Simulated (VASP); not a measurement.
# H in VASP: notebook, part 3 of 3

VASP 6.6.1. Earlier steps stand in the parts before.

## 5. Single point, PBE (strained and its atoms moved)

INCAR

```
PREC = Accurate ; ENCUT = 500
EDIFF = 1E-6 ; ISMEAR = 0
SIGMA = 0.02 ; LREAL = F
LASPH = T ; NELM = 120
ALGO = Normal ; ISIF = 2
LWAVE = F ; LCHARG = F
GGA = PE ; NBANDS = 10
GGA_COMPAT = F
```

KPOINTS

```
Automatic mesh
0
Gamma
  8 8 4
```

POSCAR

```
H
1.0
    1.6092968017     -2.7110366670      0.0000000000
    1.6092968017      2.7110366670      0.0000000000
    0.0000000000      0.0000000000      6.1791590730
H
4
Direct
    0.5579620273      0.4420379727      0.9953062862
    0.4420379727      0.5579620273      0.0046937138
    0.4420379727      0.5579620273      0.4953062862
    0.5579620273      0.4420379727      0.5046937138
```

Potentials or basis: VASP PAW PBE potentials, release 64 (H).

Started as:

```sh
$ cat potpaw_PBE.64/H/POTCAR > POTCAR
$ mpirun -np 1 vasp_std > vasp.out
```

OUTCAR:

```text
PREC = Accurate
   ENCUT = 500
   EDIFF = 1E-6
   ISMEAR = 0
   LREAL = F
   LASPH = T
   NELM = 120
   ISIF = 2
   GGA = PE

 ion  position               nearest neighbor table
   1  0.558  0.442  0.995-   2 0.63
   2  0.442  0.558  0.005-   1 0.63
   3  0.442  0.558  0.495-   4 0.63
   4  0.558  0.442  0.505-   3 0.63

  LATTYP: Found a base centered orthorhombic cell.
 ALAT       =     3.2185936034
 B/A-ratio  =     1.6846094916
 C/A-ratio  =     1.9198320243

  Lattice vectors:

 A1 = (   1.6092968017,  -2.7110366670,   0.0000000000)
 A2 = (   1.6092968017,   2.7110366670,   0.0000000000)
 A3 = (   0.0000000000,   0.0000000000,   6.1791590730)

Analysis of symmetry for initial positions (statically):
=====================================================================
 Subroutine PRICEL returns:
 Original cell was already a primitive cell.

 Routine SETGRP: Setting up the symmetry group for a
 base centered orthorhombic supercell.

 Subroutine GETGRP returns: Found  8 space group operations
 (whereof  4 operations were pure point group operations)
 out of a pool of  8 trial point group operations.

The static configuration has the point symmetry C_2h.
 The point group associated with its full space group is D_2h.

Analysis of symmetry for dynamics (positions and initial velocities):
=====================================================================
 Subroutine PRICEL returns:
 Original cell was already a primitive cell.

 Routine SETGRP: Setting up the symmetry group for a
 base centered orthorhombic supercell.

 Subroutine GETGRP returns: Found  8 space group operations
 (whereof  4 operations were pure point group operations)
 out of a pool of  8 trial point group operations.

The dynamic configuration has the point symmetry C_2h.
 The point group associated with its full space group is D_2h.

 Subroutine INISYM returns: Found  8 space group operations
 (whereof  4 operations are pure point group operations),
 and found     1 'primitive' translations

----------------------------------------------------------------------------------------

                                     Primitive cell

  volume of cell :      53.9176

  direct lattice vectors                    reciprocal lattice vectors
     1.609296802 -2.711036667  0.000000000     0.310694708 -0.184431294  0.000000000
     1.609296802  2.711036667  0.000000000     0.310694708  0.184431294  0.000000000
     0.000000000  0.000000000  6.179159073     0.000000000  0.000000000  0.161834319

  length of vectors
     3.152706140  3.152706140  6.179159073     0.361311644  0.361311644  0.161834319

  position of ions in fractional coordinates (direct lattice)
     0.557962027  0.442037973  0.995306286
     0.442037973  0.557962027  0.004693714
     0.442037973  0.557962027  0.495306286
     0.557962027  0.442037973  0.504693714

  ion indices of the primitive-cell ions
   primitive index   ion index
                 1           1
                 2           2
                 3           3
                 4           4

[... 51 lines left out ...]
  0.250000 -0.000000  0.250000      8.000000
 [... further k-points ...]
   k-points           NKPTS =     63   k-points in BZ     NKDIM =     63   number of bands    NBANDS=     10
   number of dos      NEDOS =    301   number of ions     NIONS =      4
   total plane-waves  NPLWV =  27648
   dimension x,y,z NGX =    24 NGY =   24 NGZ =   48
   dimension x,y,z NGXF=    48 NGYF=   48 NGZF=   96
   ions per type =               4
   NGX,Y,Z   is equivalent  to a cutoff of  12.66, 12.66, 12.91 a.u.
   NGXF,Y,Z  is equivalent  to a cutoff of  25.31, 25.31, 25.83 a.u.
 SYSTEM =  unknown system
   PREC   = accura    normal or accurate (medium, high low for compatibility)
   ISTART =      0    job   : 0-new  1-cont  2-samecut
   ICHARG =      2    charge: 1-file 2-atom 10-const
   ISPIN  =      1    spin polarized calculation?
   LNONCOLLINEAR =      F non collinear calculations
   LSORBIT =      F    spin-orbit coupling
   LASPH  =      T    aspherical Exc in radial PAW
   ENCUT  =  500.0 eV  36.75 Ry    6.06 a.u.   5.75  5.75 11.27*2*pi/ulx,y,z
   NELM   =    120;   NELMIN=  2; NELMDL= -5     # of ELM steps
   EDIFF  = 0.1E-05   stopping-criterion for ELM
   LREAL  =      F    real-space projection
   EDIFFG = 0.1E-04   stopping-criterion for IOM
   NSW    =      0    number of steps for IOM
   IBRION =     -1    ionic relax: 0-MD 1-quasi-New 2-CG
   NFREE  =      0    steps in history (QN), initial steepest desc. (CG)
   ISIF   =      2    stress and relaxation
   ISYM   =      2    0-nonsym 1-usesym 2-fastsym
   POTIM  = 0.5000    time-step for ionic-motion
   TEBEG  =    0.0;   TEEND  =   0.0 temperature during run
   PSTRESS=    0.0 pullay stress
   NELECT =       4.0000    total number of electrons
   NUPDOWN=      -1.0000    fix difference up-down
   EMIN   =  10.00;   EMAX   =-10.00  energy-range for DOS
   EFERMI =   0.00;   METHOD = LEGACY
   ISMEAR =     0;   SIGMA  =   0.02  broadening in eV -4-tet -1-fermi 0-gaus
   EFERMI_NEDOS =   21; number of points for ismear=-14 and -15
   IALGO  =     38    algorithm
   IMIX   =      4    mixing-type and parameters
     AMIX     =   0.40;   BMIX     =  1.00
     AMIX_MAG =   1.60;   BMIX_MAG =  1.00
  volume/ion in A,a.u.               =      13.48        90.96
  Fermi-wavevector in a.u.,A,eV,Ry     =   0.687888  1.299920  6.438143  0.473190
  Thomas-Fermi vector in A             =   1.768532
   LORBIT       =      0    0 simple, 1 ext, 2 COOP (PROOUT), +10 PAW based schemes
   GGA     = PE    functional components
   LHFCALC =     F    Hartree Fock is set to
   AEXX    =    0.0000 exact exchange contribution
   IVDW    =     0    specifies the selected vdW correction
   LEPSILON=     F    determine dielectric tensor
   LRPA    =     F    only Hartree local field effects (RPA)
 non-spin polarized calculation
 Gauss-broadening in eV      SIGMA  =   0.02
  energy-cutoff  :      500.00
  volume of cell :       53.92
 maximum number of plane-waves:      1385
   NGX = 11   NGY = 11   NGZ = 23

 number of electron       3.9999998 magnetization

 Free energy of the ion-electron system (eV)
  ---------------------------------------------------
  ext. energy  EPLUGINS =         0.00000000
  ---------------------------------------------------
  free energy    TOTEN  =       -12.91844180 eV

  energy without entropy =      -12.91844180  energy(sigma->0) =      -12.91844180

 E-fermi :  -9.1178     XC(G=0):  -4.8215

 val. band max:       -9.2344889446   @ k =   0.3750   0.3750   0.0000
 cond. band min:       0.3163691429   @ k =   0.5000   0.5000   0.0000
 fundamental gap:      9.5508580874
 Fermi energy:        -9.1178314596

 k-point     1 :       0.0000    0.0000    0.0000
  band No.  band energies     occupation
      1     -10.9710      2.00000
      2     -10.2829      2.00000
      3       0.8565      0.00000
      4       3.6037      0.00000
      5       8.3310      0.00000
      6       9.8128      0.00000
      7      10.3770      0.00000
      8      11.1071      0.00000
      9      13.3778      0.00000
     10      13.4430      0.00000
[... 287 lines left out ...]
 k-point    24 :       0.2500   -0.0000    0.2500
  band No.  band energies     occupation
      1     -10.4048      2.00000
      2      -9.9809      2.00000
      3       2.2505      0.00000
      4       2.5390      0.00000
      5       5.5696      0.00000
      6       7.5114      0.00000
      7       9.6005      0.00000
      8      10.2900      0.00000
      9      11.1137      0.00000
     10      11.9268      0.00000

 [... further k-points ...]

------------------------ aborting loop because EDIFF is reached ----------------------------------------

  FORCE on cell =-STRESS in cart. coord.  units (eV):
  Direction    XX          YY          ZZ          XY          YZ          ZX
  --------------------------------------------------------------------------------------
  -------------------------------------------------------------------------------------
  Total        0.0018744      7.7437524      0.0582215      0.0000000      0.0000000      0.0000000
  in kB        0.0556995    230.1076883      1.7300665      0.0000000      0.0000000      0.0000000
  external PRESSURE =      77.2978181 kB  Pullay stress =       0.0000000 kB

 VOLUME and BASIS-vectors are now :
 -----------------------------------------------------------------------------
  energy-cutoff  :      500.00
  volume of cell :       53.92
      direct lattice vectors                 reciprocal lattice vectors
     1.609296802 -2.711036667  0.000000000     0.310694708 -0.184431294  0.000000000
     1.609296802  2.711036667  0.000000000     0.310694708  0.184431294  0.000000000
     0.000000000  0.000000000  6.179159073     0.000000000  0.000000000  0.161834319

 POSITION                                       TOTAL-FORCE (eV/Angst)
 -----------------------------------------------------------------------------------
      1.60930     -0.31427      6.15016         0.000000     -6.177009     -0.572678
      1.60930      0.31427      0.02900         0.000000      6.177009      0.572678
      1.60930      0.31427      3.06058         0.000000      6.177009     -0.572678
      1.60930     -0.31427      3.11858         0.000000     -6.177009      0.572678
 -----------------------------------------------------------------------------------
    total drift:                                0.000000      0.000000      0.000000

  FREE ENERGIE OF THE ION-ELECTRON SYSTEM (eV)
  ---------------------------------------------------
  free  energy   TOTEN  =       -12.9184417981 eV

  energy  without entropy=      -12.9184417981  energy(sigma->0) =      -12.91844180
```

It took 8.3 s on 1 thread of Intel Xeon 6975P-C (Granite Rapids), shared host; peak memory 0.16 GiB.

What came out:

* Free energy: -12.9184 eV
* Pressure: 7.7 GPa
* Largest force: 6.203 eV/Å
* Band gap on the k mesh: 9.55 eV

Forces in eV/Å, atoms in the order of the input:
```
H    0.000 -6.177 -0.573
H    0.000  6.177  0.573
H    0.000  6.177 -0.573
H    0.000 -6.177  0.573
```

Stress tensor (GPa, compression positive):
```
 0.01  0.00  0.00
 0.00 23.01  0.00
 0.00  0.00  0.17
```

Levels at points of the mesh, in eV from the valence-band top:
| k point | band 1 | band 2 | band 3 | band 4 | band 5 | band 6 |
| --- | --- | --- | --- | --- | --- | --- |
| (0.00, 0.00, 0.00) | -1.74 | -1.05 | 10.09 | 12.84 | 17.57 | 19.05 |
| (0.50, 0.00, 0.00) | -0.67 | -0.20 | 10.30 | 12.86 | 14.09 | 15.97 |
| (0.50, 0.50, 0.00) | -0.49 | -0.03 | 9.55 | 11.77 | 14.46 | 15.93 |
| (0.00, 0.00, 0.50) | -1.41 | -1.41 | 11.48 | 11.48 | 17.75 | 17.75 |
| (0.50, 0.00, 0.50) | -0.44 | -0.44 | 11.18 | 11.18 | 15.50 | 15.50 |
| (0.50, 0.50, 0.50) | -0.27 | -0.27 | 10.37 | 10.37 | 15.69 | 15.69 |

Caveat: the cell differs from its parent crystal (strained and its atoms moved); forces of over 1 eV/Å act on the atoms, so gaps and moduli don't describe the material at rest. A k mesh can miss the band edges.

## 6. Overview

```tsv
level	cell	cutoff (eV)	gap on the mesh (eV)	pressure (GPa)	largest force (eV/Å)
PBE	a = 3.067, b = 3.076, c = 6.243 Å, angles 88.1, 92.1, 117.3°, 4 atoms	520	7.87	-0.7	0.96
PBEsol	a = 3.100, b = 3.100, c = 5.939 Å, angles 90.0, 90.0, 118.0°, 4 atoms	500	7.94	1.4	0.88
PBE	a = 3.094, b = 3.094, c = 6.171 Å, angles 90.0, 90.0, 119.4°, 4 atoms	500	7.51	-1.5	1.05
PBE	a = 3.153, b = 3.153, c = 6.179 Å, angles 90.0, 90.0, 118.6°, 4 atoms	500	9.55	7.7	6.20
```

Alike in all rows: task single point; potentials or basis VASP PAW PBE potentials, release 64 (H); no spin polarisation; k mesh 8 × 8 × 4; smearing gaussian 0.02 eV.

Caveats: forces of over 1 eV/Å act on the atoms, so gaps and moduli don't describe the material at rest (some runs); the PAW data sets were made with another functional, which shifts forces and pressure a little (some runs).

Absolute energies hang on the potentials; compare differences alone.
